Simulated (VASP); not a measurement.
# AgI (P6_3mc) in VASP: further runs

AgI is run at these levels: HSE06; tasks: single point.

Everything below comes from runs of VASP 6.6.1. Logs are shortened: lines on timing, memory, paths and dates and some standing lists are left out, and cuts for length are marked.

### Step 1. The cell of the first run

Symmetry: P6_3mc, No. 186, hexagonal system. The conventional cell has a = 4.651 Å, b = 4.651 Å, c = 7.599 Å, α = 90.00°, β = 90.00°, γ = 120.00°. Within 3.8 Å of Ag (site symmetry 3m) lie 4 I at 2.85 Å. I (site symmetry 3m) has 4 Ag at 2.85 Å within 3.8 Å.

### Step 2. Single point, HSE06

Contents of POSCAR:

```
AgI
1.0
    4.6508717568      0.0000000000      0.0000000000
   -2.3254358784      4.0277730911      0.0000000000
    0.0000000000      0.0000000000      7.5992967090
Ag I
2 2
Direct
    0.3333333333      0.6666666667      0.0000048562
    0.6666666667      0.3333333333      0.5000048562
    0.3333333333      0.6666666667      0.3749951438
    0.6666666667      0.3333333333      0.8749951438
```

Contents of INCAR.step1:

```
PREC = Accurate
ENCUT = 400
EDIFF = 1E-5
ISMEAR = 0
SIGMA = 0.01
LREAL = F
LASPH = T
NELM = 120
ALGO = Normal
ISIF = 2
LWAVE = T
LCHARG = F
NBANDS = 26
GGA = PE
GGA_COMPAT = F
KPAR = 4
```

Contents of INCAR.step2:

```
PREC = Accurate
ENCUT = 400
EDIFF = 1E-6
ISMEAR = 0
SIGMA = 0.01
LREAL = F
LASPH = T
NELM = 120
ALGO = Normal
ISIF = 2
LWAVE = F
LCHARG = F
GGA = PE
LHFCALC = T
HFSCREEN = 0.2079
PRECFOCK = Normal
NBANDS = 26
ISTART = 1
GGA_COMPAT = F
KPAR = 4
```

Contents of KPOINTS:

```
Automatic mesh
0
Gamma
  6 6 2
```

Potentials or basis: VASP PAW PBE potentials, release 64 (Ag, I).

The run is started by

```
> cat potpaw_PBE.64/Ag/POTCAR potpaw_PBE.64/I/POTCAR > POTCAR
> cp INCAR.step1 INCAR
> mpirun -np 4 vasp_std > vasp.out
> cp INCAR.step2 INCAR
> mpirun -np 4 vasp_std > vasp.out
```

OUTCAR:

```text
PREC = Accurate
   ENCUT = 400
   EDIFF = 1E-6
   ISMEAR = 0
   LREAL = F
   LASPH = T
   NELM = 120
   ISIF = 2
   GGA = PE
   LHFCALC = T
   HFSCREEN = 0.2079
   PRECFOCK = Normal
   ISTART = 1

 ion  position               nearest neighbor table
   1  0.333  0.667  0.000-   4 2.85   4 2.85   4 2.85   3 2.85
   2  0.667  0.333  0.500-   3 2.85   3 2.85   3 2.85   4 2.85
   3  0.333  0.667  0.375-   2 2.85   2 2.85   2 2.85   1 2.85
   4  0.667  0.333  0.875-   1 2.85   1 2.85   1 2.85   2 2.85

  LATTYP: Found a hexagonal cell.
 ALAT       =     4.6508717568
 C/A-ratio  =     1.6339510325

  Lattice vectors:

 A1 = (   4.6508717568,   0.0000000000,   0.0000000000)
 A2 = (  -2.3254358784,   4.0277730911,   0.0000000000)
 A3 = (   0.0000000000,   0.0000000000,   7.5992967090)

Analysis of symmetry for initial positions (statically):
=====================================================================
 Subroutine PRICEL returns:
 Original cell was already a primitive cell.

 Routine SETGRP: Setting up the symmetry group for a
 hexagonal supercell.

 Subroutine GETGRP returns: Found 12 space group operations
 (whereof  6 operations were pure point group operations)
 out of a pool of 24 trial point group operations.

The static configuration has the point symmetry C_3v.
 The point group associated with its full space group is C_6v.

Analysis of symmetry for dynamics (positions and initial velocities):
=====================================================================
 Subroutine PRICEL returns:
 Original cell was already a primitive cell.

 Routine SETGRP: Setting up the symmetry group for a
 hexagonal supercell.

 Subroutine GETGRP returns: Found 12 space group operations
 (whereof  6 operations were pure point group operations)
 out of a pool of 24 trial point group operations.

The dynamic configuration has the point symmetry C_3v.
 The point group associated with its full space group is C_6v.

 Subroutine INISYM returns: Found 12 space group operations
 (whereof  6 operations are pure point group operations),
 and found     1 'primitive' translations

----------------------------------------------------------------------------------------

[... 88 lines left out ...]
   NSW    =      0    number of steps for IOM
   IBRION =     -1    ionic relax: 0-MD 1-quasi-New 2-CG
   NFREE  =      0    steps in history (QN), initial steepest desc. (CG)
   ISIF   =      2    stress and relaxation
   ISYM   =      3    0-nonsym 1-usesym 2-fastsym
   POTIM  = 0.5000    time-step for ionic-motion
   TEBEG  =    0.0;   TEEND  =   0.0 temperature during run
   PSTRESS=    0.0 pullay stress
   NELECT =      36.0000    total number of electrons
   NUPDOWN=      -1.0000    fix difference up-down
   EMIN   =  10.00;   EMAX   =-10.00  energy-range for DOS
   EFERMI =   0.00;   METHOD = LEGACY
   ISMEAR =     0;   SIGMA  =   0.01  broadening in eV -4-tet -1-fermi 0-gaus
   EFERMI_NEDOS =   21; number of points for ismear=-14 and -15
   IALGO  =     38    algorithm
   IMIX   =      1    mixing-type and parameters
     AMIX     =   0.40;   BMIX     =  1.00
     AMIX_MAG =   1.60;   BMIX_MAG =  1.00
  volume/ion in A,a.u.               =      35.59       240.16
  Fermi-wavevector in a.u.,A,eV,Ry     =   1.035265  1.956367 14.582357  1.071773
  Thomas-Fermi vector in A             =   2.169600
   LORBIT       =      0    0 simple, 1 ext, 2 COOP (PROOUT), +10 PAW based schemes
   GGA     = PE    functional components
   LHFCALC =     T    Hartree Fock is set to
   PRECFOCK=normal    Normal, Fast or Accurate (Low or Medium for compatibility)
   ENCUT4O =  -1.0   cutoff for four orbital integrals eV
   NKREDX  =     1    reduce k-point grid by
   NKREDY  =     1    reduce k-point grid by
   NKREDZ  =     1    reduce k-point grid by
   AEXX    =    0.2500 exact exchange contribution
   HFSCREEN=    0.2079 screening length (either q_TF or 0.3 A-1)
   HFSCREENC=   0.2079 screening length for correlation (either q_TF or 0.3 A-1)
   ENCUTFOCK=  -1.0 apply spherical cutoff to Coloumb kernel
   IVDW    =     0    specifies the selected vdW correction
   LEPSILON=     F    determine dielectric tensor
   LRPA    =     F    only Hartree local field effects (RPA)
 non-spin polarized calculation
 Gauss-broadening in eV      SIGMA  =   0.01
  energy-cutoff  :      400.00
  volume of cell :      142.36
 maximum number of plane-waves:      2610
  NGX = 24; NGY = 24; NGZ = 40

 number of electron      35.9999976 magnetization

 Free energy of the ion-electron system (eV)
  ---------------------------------------------------
  ext. energy  EPLUGINS =         0.00000000
  ---------------------------------------------------
  free energy    TOTEN  =       -11.46835960 eV

  energy without entropy =      -11.46835960  energy(sigma->0) =      -11.46835960

 E-fermi :   2.0359     XC(G=0):  -6.8765

 val. band max:        1.9604780173   @ k =   0.0000   0.0000   0.0000
 cond. band min:       4.4668855482   @ k =   0.0000   0.0000   0.0000
 fundamental gap:      2.5064075309
 Fermi energy:         2.0359301399

 k-point     1 :       0.0000    0.0000    0.0000
  band No.  band energies     occupation
      1     -11.5206      2.00000
      2     -11.2252      2.00000
      3      -2.6042      2.00000
      4      -2.6018      2.00000
      5      -2.6018      2.00000
      6      -2.4543      2.00000
[... 395 lines left out ...]
     25      11.2868      0.00000
     26      11.2868      0.00000

------------------------ aborting loop because EDIFF is reached ----------------------------------------

  FORCE on cell =-STRESS in cart. coord.  units (eV):
  Direction    XX          YY          ZZ          XY          YZ          ZX
  --------------------------------------------------------------------------------------
  -------------------------------------------------------------------------------------
  Total        0.2584223      0.2584223      0.2562918      0.0000000      0.0000000      0.0000000
  in kB        2.9084921      2.9084921      2.8845128      0.0000000      0.0000000      0.0000000
  external PRESSURE =       2.9004990 kB  Pullay stress =       0.0000000 kB

 VOLUME and BASIS-vectors are now :
 -----------------------------------------------------------------------------
  energy-cutoff  :      400.00
  volume of cell :      142.36
      direct lattice vectors                 reciprocal lattice vectors
     4.650871757  0.000000000  0.000000000     0.215013454  0.124138075  0.000000000
    -2.325435878  4.027773091  0.000000000     0.000000000  0.248276151  0.000000000
     0.000000000  0.000000000  7.599296709     0.000000000  0.000000000  0.131591125

 POSITION                                       TOTAL-FORCE (eV/Angst)
 -----------------------------------------------------------------------------------
     -0.00000      2.68518      0.00004         0.000000     -0.000000     -0.001027
      2.32544      1.34259      3.79969        -0.000000     -0.000000     -0.001027
     -0.00000      2.68518      2.84970        -0.000000     -0.000000      0.001027
      2.32544      1.34259      6.64935         0.000000      0.000000      0.001027
 -----------------------------------------------------------------------------------
    total drift:                               -0.000000     -0.000001      0.000545

  FREE ENERGIE OF THE ION-ELECTRON SYSTEM (eV)
  ---------------------------------------------------
  free  energy   TOTEN  =       -11.4683596046 eV

  energy  without entropy=      -11.4683596046  energy(sigma->0) =      -11.46835960
```

OUTCAR.step1:

```text
PREC = Accurate
   ENCUT = 400
   EDIFF = 1E-5
   ISMEAR = 0
   LREAL = F
[... 624 lines left out ...]
     -0.00000      2.68518      0.00004         0.000000      0.000000     -0.001928
      2.32544      1.34259      3.79969        -0.000000     -0.000000     -0.001928
     -0.00000      2.68518      2.84970        -0.000000      0.000000      0.001928
      2.32544      1.34259      6.64935         0.000000     -0.000000      0.001928
 -----------------------------------------------------------------------------------
    total drift:                               -0.000000     -0.000000      0.000443

  FREE ENERGIE OF THE ION-ELECTRON SYSTEM (eV)
  ---------------------------------------------------
  free  energy   TOTEN  =        -9.5734574616 eV

  energy  without entropy=       -9.5734574616  energy(sigma->0) =       -9.57345746
```

Run time: 13 min. Hardware: 4 MPI ranks of Intel Xeon Platinum 8488C (Sapphire Rapids), shared host; peak memory 0.34 GiB.

Results:

| Item | Value |
| --- | --- |
| Free energy | -11.4684 eV |
| Pressure | 0.3 GPa |
| Band gap on the k mesh | 2.51 eV, direct |

Caveat: the PAW data sets were made with another functional, which shifts forces and pressure a little; spin-orbit coupling is left out, which moves the levels of the heavy elements.

### Step 3. Single point, HSE06 (uniaxial z strain +0.5%)

Contents of POSCAR:

```
AgI
1.0
    4.6508717568      0.0000000000      0.0000000000
   -2.3254358784      4.0277730911      0.0000000000
    0.0000000000      0.0000000000      7.6372931925
Ag I
2 2
Direct
    0.3333333333      0.6666666667      0.0006839999
    0.6666666667      0.3333333333      0.5006839999
    0.3333333333      0.6666666667      0.3743160001
    0.6666666667      0.3333333333      0.8743160001
```

Contents of INCAR.step1:

```
ALGO = Normal
EDIFF = 1E-5
ENCUT = 400
GGA = PE
GGA_COMPAT = F
ISIF = 2
ISMEAR = 0
KPAR = 4
LASPH = T
LCHARG = F
LREAL = F
LWAVE = T
NBANDS = 26
NELM = 120
PREC = Accurate
SIGMA = 0.01
```

Contents of INCAR.step2:

```
ALGO = Normal
EDIFF = 1E-6
ENCUT = 400
GGA = PE
GGA_COMPAT = F
HFSCREEN = 0.2079
ISIF = 2
ISMEAR = 0
ISTART = 1
KPAR = 4
LASPH = T
LCHARG = F
LHFCALC = T
LREAL = F
LWAVE = F
NBANDS = 26
NELM = 120
PREC = Accurate
PRECFOCK = Normal
SIGMA = 0.01
```

Contents of KPOINTS:

```
k-points
0
Gamma
  6 6 2
```

Potentials or basis: VASP PAW PBE potentials, release 64 (Ag, I).

The run is started by

```
> cat potpaw_PBE.64/Ag/POTCAR potpaw_PBE.64/I/POTCAR > POTCAR
> cp INCAR.step1 INCAR
> mpirun -np 4 vasp_std > vasp.out
> cp INCAR.step2 INCAR
> mpirun -np 4 vasp_std > vasp.out
```

Run time: 25 min. Hardware: 4 MPI ranks of Intel Xeon Platinum 8488C (Sapphire Rapids), shared host; peak memory 0.35 GiB.

It converged, with:

```yaml
Free_energy: -11.4698 eV
Pressure: 0.1 GPa
Band_gap_on_the_k_mesh: 2.50 eV, direct
```

Stress tensor (GPa, compression positive):
```
0.18 0.00 0.00
0.00 0.18 0.00
0.00 0.00 0.09
```

Levels at points of the mesh, in eV from the valence-band top:
| k point | band 16 | band 17 | band 18 | band 19 | band 20 | band 21 |
| --- | --- | --- | --- | --- | --- | --- |
| (0.00, 0.00, 0.00) | -0.06 | 0.00 | 0.00 | 2.50 | 3.86 | 7.01 |
| (0.50, 0.00, 0.00) | -1.76 | -1.04 | -0.70 | 4.51 | 4.78 | 5.88 |
| (0.00, 0.00, 0.50) | -0.36 | -0.36 | -0.36 | 3.82 | 3.82 | 6.78 |
| (0.50, 0.00, 0.50) | -1.24 | -1.23 | -1.23 | 4.41 | 4.41 | 6.04 |

Caveat: the cell differs from its parent crystal (uniaxial z strain +0.5%); the PAW data sets were made with another functional, which shifts forces and pressure a little; spin-orbit coupling is left out, which moves the levels of the heavy elements.
